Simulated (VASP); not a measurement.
# Pt4C in VASP: single point with PBEsol

Aim: the single point of Pt4C with PBEsol.

Program: VASP 6.6.1. These are calculated values, not measurements. Logs are shortened: lines on timing, memory, paths and dates and some standing lists are left out, and cuts for length are marked.

## Step 1: The cell of the first run

The cell holds a slab with vacuum, 5 atoms: a = 2.770 Å, b = 3.918 Å, c = 21.097 Å, α = 90.00°, β = 90.00°, γ = 90.00°.

## Step 2: Single point, PBEsol, collinear spin

INCAR reads:

```
PREC = Accurate
ENCUT = 520
EDIFF = 1E-6
ISMEAR = 0
SIGMA = 0.1
LREAL = False
LASPH = True
NELM = 200
ALGO = Normal
ISIF = 2
LWAVE = False
LCHARG = True
ISPIN = 2
MAGMOM = 0 0 0 0 2
LORBIT = 11
LMAXMIX = 4
LDIPOL = True
IDIPOL = 3
DIPOL = 0.5 0.5 0.316
GGA = PS
LELF = True
LVHAR = True
LVACPOTAV = True
NBANDS = 34
GGA_COMPAT = False
NELMDL = -8
```

KPOINTS reads:

```
Automatic mesh
0
Gamma
  10 7 1
```

POSCAR reads:

```
Pt4C
1.0
    2.7704032196      0.0000000000      0.0000000000
    0.0000000000      3.9179418064      0.0000000000
    0.0000000000      0.0000000000     21.0969749094
Pt C
4 1
Direct
    0.5000000000      0.5000000000      0.1896006426
    0.0000000000      0.0000000000      0.2552594214
    0.5000000000      0.5000000000      0.3256256435
    0.0000000000      0.0000000000      0.3837979115
    0.0000000000      0.5000000000      0.4240880481
```

Potentials or basis: VASP PAW PBE potentials, release 64 (Pt, C).

Command:

```console
cat potpaw_PBE.64/Pt/POTCAR potpaw_PBE.64/C/POTCAR > POTCAR
mpirun -np 1 vasp_std > vasp.out
```

OUTCAR:

```text
PREC = Accurate
   ENCUT = 520
   EDIFF = 1E-6
   ISMEAR = 0
   LREAL = False
   LASPH = True
   NELM = 200
   ISIF = 2
   ISPIN = 2
   LORBIT = 11
   GGA = PS
   NELMDL = -8

 ion  position               nearest neighbor table
   1  0.500  0.500  0.190-   2 2.77   2 2.77   2 2.77   2 2.77   3 2.87
   2  0.000  0.000  0.255-   4 2.71   1 2.77   1 2.77   1 2.77   1 2.77   3 2.82   3 2.82   3 2.82
                             3 2.82
   3  0.500  0.500  0.326-   5 2.50   5 2.50   4 2.69   4 2.69   4 2.69   4 2.69   2 2.82   2 2.82
                             2 2.82   2 2.82   1 2.87
   4  0.000  0.000  0.384-   5 2.14   5 2.14   3 2.69   3 2.69   3 2.69   3 2.69   2 2.71
   5  0.000  0.500  0.424-   4 2.14   4 2.14   3 2.50   3 2.50

  LATTYP: Found a simple orthorhombic cell.
 ALAT       =     2.7704032196
 B/A-ratio  =     1.4142135624
 C/A-ratio  =     7.6151279208

  Lattice vectors:

 A1 = (   2.7704032196,   0.0000000000,   0.0000000000)
 A2 = (   0.0000000000,   3.9179418064,   0.0000000000)
 A3 = (   0.0000000000,   0.0000000000,  21.0969749094)

Analysis of symmetry for initial positions (statically):
=====================================================================
 Subroutine PRICEL returns:
 Original cell was already a primitive cell.

 Routine SETGRP: Setting up the symmetry group for a
 simple orthorhombic supercell.

 Subroutine GETGRP returns: Found  4 space group operations
 (whereof  4 operations were pure point group operations)
 out of a pool of  8 trial point group operations.

The static configuration has the point symmetry C_2v.

Analysis of symmetry for dynamics (positions and initial velocities):
=====================================================================
 Subroutine PRICEL returns:
 Original cell was already a primitive cell.

 Routine SETGRP: Setting up the symmetry group for a
 simple orthorhombic supercell.

 Subroutine GETGRP returns: Found  4 space group operations
 (whereof  4 operations were pure point group operations)
 out of a pool of  8 trial point group operations.

The dynamic configuration has the point symmetry C_2v.

Analysis of structural, dynamic, and magnetic symmetry:
=====================================================================
 Subroutine PRICEL returns:
 Original cell was already a primitive cell.

 Routine SETGRP: Setting up the symmetry group for a
 simple orthorhombic supercell.

 Subroutine GETGRP returns: Found  4 space group operations
 (whereof  4 operations were pure point group operations)
 out of a pool of  8 trial point group operations.

The overall configuration has the point symmetry C_2v.

 Subroutine INISYM returns: Found  4 space group operations
 (whereof  4 operations are pure point group operations),
 and found     1 'primitive' translations

----------------------------------------------------------------------------------------

                                     Primitive cell

  volume of cell :     228.9924

  direct lattice vectors                    reciprocal lattice vectors
     2.770403220  0.000000000  0.000000000     0.360958287  0.000000000  0.000000000
     0.000000000  3.917941806  0.000000000     0.000000000  0.255236052  0.000000000
     0.000000000  0.000000000 21.096974909     0.000000000  0.000000000  0.047400161

  length of vectors
     2.770403220  3.917941806 21.096974909     0.360958287  0.255236052  0.047400161

  position of ions in fractional coordinates (direct lattice)
     0.500000000  0.500000000  0.189600643
     0.000000000  0.000000000  0.255259421
     0.500000000  0.500000000  0.325625643
     0.000000000  0.000000000  0.383797911
     0.000000000  0.500000000  0.424088048

  ion indices of the primitive-cell ions
   primitive index   ion index
                 1           1
                 2           2
                 3           3
                 4           4
                 5           5

----------------------------------------------------------------------------------------

[... 30 lines left out ...]
  0.400000  0.000000  0.000000      2.000000
  0.500000  0.000000  0.000000      1.000000
[... 16 lines left out ...]
  0.400000  0.428571  0.000000      4.000000
  0.500000  0.428571  0.000000      2.000000
   k-points           NKPTS =     24   k-points in BZ     NKDIM =     24   number of bands    NBANDS=     34
   number of dos      NEDOS =    301   number of ions     NIONS =      5
   total plane-waves  NPLWV = 115200
   dimension x,y,z NGX =    24 NGY =   30 NGZ =  160
   dimension x,y,z NGXF=    48 NGYF=   60 NGZF=  320
   ions per type =               4   1
   NGX,Y,Z   is equivalent  to a cutoff of  14.40, 12.73, 12.61 a.u.
   NGXF,Y,Z  is equivalent  to a cutoff of  28.80, 25.46, 25.22 a.u.
 SYSTEM =  unknown system
   PREC   = accura    normal or accurate (medium, high low for compatibility)
   ISTART =      0    job   : 0-new  1-cont  2-samecut
   ICHARG =      2    charge: 1-file 2-atom 10-const
   ISPIN  =      2    spin polarized calculation?
   LNONCOLLINEAR =      F non collinear calculations
   LSORBIT =      F    spin-orbit coupling
   LASPH  =      T    aspherical Exc in radial PAW
   ENCUT  =  520.0 eV  38.22 Ry    6.18 a.u.   5.15  7.28 39.23*2*pi/ulx,y,z
   NELM   =    200;   NELMIN=  2; NELMDL= -8     # of ELM steps
   EDIFF  = 0.1E-05   stopping-criterion for ELM
   LREAL  =      F    real-space projection
   EDIFFG = 0.1E-04   stopping-criterion for IOM
   NSW    =      0    number of steps for IOM
   IBRION =     -1    ionic relax: 0-MD 1-quasi-New 2-CG
   NFREE  =      0    steps in history (QN), initial steepest desc. (CG)
   ISIF   =      2    stress and relaxation
   ISYM   =      2    0-nonsym 1-usesym 2-fastsym
   POTIM  = 0.5000    time-step for ionic-motion
   TEBEG  =    0.0;   TEEND  =   0.0 temperature during run
   PSTRESS=    0.0 pullay stress
   NELECT =      44.0000    total number of electrons
   NUPDOWN=      -1.0000    fix difference up-down
   EMIN   =  10.00;   EMAX   =-10.00  energy-range for DOS
   EFERMI =   0.00;   METHOD = LEGACY
   ISMEAR =     0;   SIGMA  =   0.10  broadening in eV -4-tet -1-fermi 0-gaus
   EFERMI_NEDOS =   21; number of points for ismear=-14 and -15
   IALGO  =     38    algorithm
   IMIX   =      4    mixing-type and parameters
     AMIX     =   0.40;   BMIX     =  1.00
     AMIX_MAG =   1.60;   BMIX_MAG =  1.00
  volume/ion in A,a.u.               =      45.80       309.06
  Fermi-wavevector in a.u.,A,eV,Ry     =   0.944681  1.785189 12.142150  0.892423
  Thomas-Fermi vector in A             =   2.072510
   LORBIT       =     11    0 simple, 1 ext, 2 COOP (PROOUT), +10 PAW based schemes
   GGA     = PS    functional components
   LHFCALC =     F    Hartree Fock is set to
   AEXX    =    0.0000 exact exchange contribution
   IVDW    =     0    specifies the selected vdW correction
   LEPSILON=     F    determine dielectric tensor
   LRPA    =     F    only Hartree local field effects (RPA)
 spin polarized calculation
 Gauss-broadening in eV      SIGMA  =   0.10
  energy-cutoff  :      520.00
  volume of cell :      228.99
 maximum number of plane-waves:      6232
 NGX is ok and might be reduce to    24
   NGX = 11   NGY = 15   NGZ = 79

 dipolmoment           0.000000      0.000000     -0.004072 electrons x Angstroem

 number of electron      43.9999999 magnetization       0.0000317

 dipolmoment           0.000000      0.000000      0.016723 electrons x Angstroem

 Free energy of the ion-electron system (eV)
  ---------------------------------------------------
  ext. energy  EPLUGINS =         0.00000000
  ---------------------------------------------------
  free energy    TOTEN  =       -31.93422870 eV

  energy without entropy =      -31.90613168  energy(sigma->0) =      -31.92018019

 E-fermi :  -0.9637     XC(G=0):  -4.8622

 val. band max:       -0.9649866747   @ k =   0.5000   0.4286   0.0000
 cond. band min:      -0.9410514943   @ k =   0.1000   0.2857   0.0000
 fundamental gap:      0.0239351803
 Fermi energy:        -0.9637085554

 spin component 1

 k-point     1 :       0.0000    0.0000    0.0000
  band No.  band energies     occupation
      1     -13.4558      1.00000
      2      -9.4596      1.00000
      3      -7.7633      1.00000
      4      -7.2890      1.00000
      5      -6.4339      1.00000
      6      -6.2353      1.00000
[... 877 lines left out ...]
     33       8.3098      0.00000
     34       9.3608      0.00000
 Fermi energy:        -0.9637085554

 spin component 2

 k-point     1 :       0.0000    0.0000    0.0000
  band No.  band energies     occupation
      1     -13.4558      1.00000
      2      -9.4596      1.00000
      3      -7.7633      1.00000
      4      -7.2890      1.00000
      5      -6.4339      1.00000
      6      -6.2353      1.00000
[... 877 lines left out ...]
     33       8.3099      0.00000
     34       9.3608      0.00000

------------------------ aborting loop because EDIFF is reached ----------------------------------------

  FORCE on cell =-STRESS in cart. coord.  units (eV):
  Direction    XX          YY          ZZ          XY          YZ          ZX
  --------------------------------------------------------------------------------------
  -------------------------------------------------------------------------------------
  Total       -3.5586428     -8.0315351     -3.0371213      0.0000000      0.0000000      0.0000000
  in kB      -24.8985371    -56.1937474    -21.2496397      0.0000000      0.0000000      0.0000000
  external PRESSURE =     -34.1139747 kB  Pullay stress =       0.0000000 kB

 VOLUME and BASIS-vectors are now :
 -----------------------------------------------------------------------------
  energy-cutoff  :      520.00
  volume of cell :      228.99
      direct lattice vectors                 reciprocal lattice vectors
     2.770403220  0.000000000  0.000000000     0.360958287  0.000000000  0.000000000
     0.000000000  3.917941806  0.000000000     0.000000000  0.255236052  0.000000000
     0.000000000  0.000000000 21.096974909     0.000000000  0.000000000  0.047400161

 POSITION                                       TOTAL-FORCE (eV/Angst)
 -----------------------------------------------------------------------------------
      1.38520      1.95897      4.00000         0.000000      0.000000      1.100188
      0.00000      0.00000      5.38520         0.000000      0.000000     -1.319135
      1.38520      1.95897      6.86972         0.000000      0.000000     -0.213579
      0.00000      0.00000      8.09697         0.000000      0.000000      3.156675
      0.00000      1.95897      8.94697         0.000000      0.000000     -2.724149
 -----------------------------------------------------------------------------------
    total drift:                                0.000000     -0.000000      0.000202

  FREE ENERGIE OF THE ION-ELECTRON SYSTEM (eV)
  ---------------------------------------------------
  free  energy   TOTEN  =       -31.9342286979 eV

  energy  without entropy=      -31.9061316815  energy(sigma->0) =      -31.92018019

 vacuum level on the upper side and lower side of the slab         5.011         4.733

 total charge

# of ion       s       p       d       tot
------------------------------------------
    1        0.603   0.347   8.048   8.998
    2        0.615   0.562   8.005   9.183
    3        0.631   0.628   8.055   9.315
    4        0.663   0.677   8.059   9.399
    5        0.975   1.095   0.000   2.070
--------------------------------------------------
tot          3.488   3.309  32.168  38.965

 magnetization (x)

# of ion       s       p       d       tot
------------------------------------------
    1        0.000   0.000   0.000   0.000
    2       -0.000  -0.000   0.000   0.000
    3       -0.000  -0.000   0.000   0.000
    4       -0.000  -0.000   0.000   0.000
    5       -0.000  -0.000   0.000  -0.000
--------------------------------------------------
tot          0.000  -0.000   0.000   0.000
```

Wall time 14 min (1 thread of Oxide Virtual Turin-like, shared host); peak memory 0.55 GiB.

What came out:

* Free energy: -31.9342 eV
* Largest force: 3.157 eV/Å
* Band gap on the k mesh: zero (filled and empty bands overlap)
* Net moment: 0.00 μB per cell
* Valence electrons inside the program's atomic spheres: Pt 9.00, 9.18, 9.31, 9.40; C 2.07

Forces in eV/Å, atoms in the order of the input:
```
Pt   0.000  0.000  1.100
Pt   0.000  0.000 -1.319
Pt   0.000  0.000 -0.214
Pt   0.000  0.000  3.157
C    0.000  0.000 -2.724
```

Levels at points of the mesh, in eV from the Fermi level:
Spin up:
```tsv
k point	band 18	band 19	band 20	band 21	band 22	band 23	band 24	band 25	band 26	band 27
(0.00, 0.00, 0.00)	-1.53	-1.26	-0.67	-0.57	-0.39	0.26	0.99	1.35	2.45	3.82
(0.50, 0.00, 0.00)	-0.48	-0.39	-0.28	0.09	0.21	1.48	2.27	2.39	2.69	3.84
```
Spin down:
```
           k point  band 19  band 20  band 21  band 22  band 23  band 24  band 25  band 26
(0.00, 0.00, 0.00)    -1.26    -0.67    -0.57    -0.39     0.26     0.99     1.35     2.45
(0.50, 0.00, 0.00)    -0.39    -0.28     0.09     0.21     1.48     2.27     2.39     2.69
```

Caveat: the PAW data sets were made with another functional, which shifts forces and pressure a little; spin-orbit coupling is left out, which moves the levels of the heavy elements.

The gap in the log of VASP goes by the Fermi energy; the results here count the filled bands.